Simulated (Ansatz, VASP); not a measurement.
## Nb in VASP and in Ansatz

```
Nb
1.0
    -1.68891    1.68891    1.71387
     1.68891   -1.68891    1.71387
     1.68891    1.68891   -1.71387
Nb
1
Direct
  0.00000 0.00000 0.00000
```

Change from the starting cell: strain +0.015 along x and y, +0.030 along z, atoms carried along.

Alike in both runs: task single point; functional PBEsol; k mesh 20 × 20 × 20; occupations gaussian, width 0.15 eV; no spin polarisation.

```csv
,VASP,Ansatz
version,VASP 6.6.1,Ansatz 0.2.0
potentials or method,"VASP PAW PBE potentials, release 64 (Nb_sv), cutoff 520 eV","scalar-relativistic, plane waves, PAW"
valence electrons in the cell,13,13
```

```tsv
	VASP	Ansatz	Ansatz less VASP
gap on the k mesh at the Fermi level (eV)	none	none	-
pressure (GPa)	-16.5	-16.3	+0.23
traceless stress, the component that is largest in VASP (GPa)	-0.88	-0.89	-0.005
```

VASP's potentials were made for PBE, not for PBEsol. A gap of «none» marks a metal or a gap that the smearing closes.
